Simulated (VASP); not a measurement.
ZrS2:

```
Zr S
1.0
     3.67436    0.00000    0.00000
    -1.83718    3.18209    0.00000
     0.00000    0.00000    5.85714
Zr S
1 2
Cartesian
  0.0000 0.0000 0.0000
  1.8372 1.0607 4.4149
  0.0000 2.1214 1.4422
```

Base run:

```yaml
Program: VASP 6.6.1
Functional: r2SCAN
Potentials_or_basis: VASP PAW PBE potentials, release 64 (Zr_sv, S)
Cutoff: 550 eV
k_mesh: 6 × 6 × 4
Occupations: gaussian, width 0.01 eV
Spin: no spin polarisation
```

Its results: band gap on the k mesh 1.19 eV, indirect (least direct gap 1.81 eV); pressure 0.9 GPa; largest force 0.042 eV/Å.

Q: After a change of settings the same cell gave: band gap on the k mesh 0.88 eV, indirect (least direct gap 1.50 eV); pressure 1.4 GPa; largest force 0.030 eV/Å. Which change was it?
A. functional from r2SCAN to PBEsol; cutoff from 550 eV to 500 eV; k mesh from 6 × 6 × 4 to 2 × 2 × 2
B. functional from r2SCAN to PBE; cutoff from 550 eV to 500 eV; k mesh from 6 × 6 × 4 to 6 × 6 × 2
C. functional from r2SCAN to PBEsol; cutoff from 550 eV to 500 eV; occupations from gaussian, width 0.01 eV to gaussian, width 0.5 eV
D. functional from r2SCAN to PBEsol; cutoff from 550 eV to 500 eV; dispersion from none to D4

A: B.

Caveats: some runs use coarse meshes; the PAW data sets were made with another functional, which shifts forces and pressure a little (some runs); this functional lacks dispersion, which binds the layers, so the pressure and a relaxed spacing across them are unreliable (some runs).
